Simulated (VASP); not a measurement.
A run of VASP 6.6.1 is set up as follows.

INCAR

```
SYSTEM = Al2O3
  ALGO = Normal
  EDIFF = 1E-6
  ENCUT = 520
  GGA = PE
  ISIF = 2
  ISMEAR = 0
  LASPH = .True.
  LCHARG = .True.
  LELF = .True.
  LREAL = .False.
  LVHAR = .True.
  LWAVE = .False.
  NBANDS = 35
  NELM = 60
  PREC = Accurate
  SIGMA = 0.01
```

The input KPOINTS:

```
k-points
0
Gamma
  4 4 4
  0 0 0
```

File POSCAR:

```
Al2O3
1.0
    2.3793212207      1.3737017472      4.3317945566
   -2.3793212207      1.3737017472      4.3317945566
    0.0000000000     -2.7474034945      4.3317945566
Al O
4 6
Direct
    0.3519098052      0.3519098052      0.3519098052
    0.1480901948      0.1480901948      0.1480901948
    0.6480901948      0.6480901948      0.6480901948
    0.8519098052      0.8519098052      0.8519098052
    0.5563680095      0.9436319905      0.2500000000
    0.2500000000      0.5563680095      0.9436319905
    0.9436319905      0.2500000000      0.5563680095
    0.4436319905      0.0563680095      0.7500000000
    0.7500000000      0.4436319905      0.0563680095
    0.0563680095      0.7500000000      0.4436319905
```

Potentials or basis: VASP PAW PBE potentials, release 64 (Al, O).

Command:

```bash
$ cat potpaw_PBE.64/Al/POTCAR potpaw_PBE.64/O/POTCAR > POTCAR
$ mpirun -np 1 vasp_std > vasp.out
```

Predict the largest force.

0.034 eV/Å.

Predict the band gap on the k mesh.

6.24 eV.

Stress tensor (GPa, compression positive):
```
7.61 0.00 0.00
0.00 7.61 0.00
0.00 0.00 7.03
```

Caveat: the cell stands under pressure.
